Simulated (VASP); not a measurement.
CaO: single point with PBE

Crystal: CaO.

```
Ca O
1.0
     0.00000    2.48574    2.48574
     2.48574    0.00000    2.48574
     2.48574    2.48574    0.00000
Ca O
1 1
Direct
  0.00000 0.00000 0.00000
  0.50000 0.50000 0.50000
```

This cell differs from its parent crystal: strain +0.015 along x and y, +0.015 along z.

```json
{"Program": "VASP 6.6.1", "Task": "single point", "Functional": "PBE", "Potentials or basis": "VASP PAW PBE potentials, release 64 (Ca_sv, O)", "Cutoff": "520 eV", "k mesh": "8 × 8 × 8", "Occupations": "gaussian, width 0.05 eV", "Spin": "no spin polarisation"}
```

| Quantity | Value |
| --- | --- |
| Pressure | -7.2 GPa |
| Band gap on the k mesh | 3.64 eV, indirect (least direct gap 3.94 eV) |

Levels at points of the mesh, in eV from the valence-band top:
| k point | band 5 | band 6 | band 7 | band 8 | band 9 | band 10 | band 11 | band 12 |
| --- | --- | --- | --- | --- | --- | --- | --- | --- |
| (0.00, 0.00, 0.00) | -15.34 | 0.00 | 0.00 | 0.00 | 3.94 | 5.96 | 5.96 | 5.96 |
| (0.50, 0.00, 0.00) | -14.51 | -2.41 | -1.02 | -1.02 | 6.58 | 7.75 | 7.80 | 7.80 |
| (0.50, 0.50, 0.00) | -15.11 | -1.32 | -0.39 | -0.39 | 3.64 | 7.32 | 8.32 | 8.86 |

Wall time 20 s on 1 thread of AMD EPYC 7R43 64-Core Processor (Zen 3), on a shared host, peak memory 0.12 GiB.

Caveat: the cell differs from its parent crystal (strain +0.015 along x and y, +0.015 along z). A k mesh can miss the band edges.
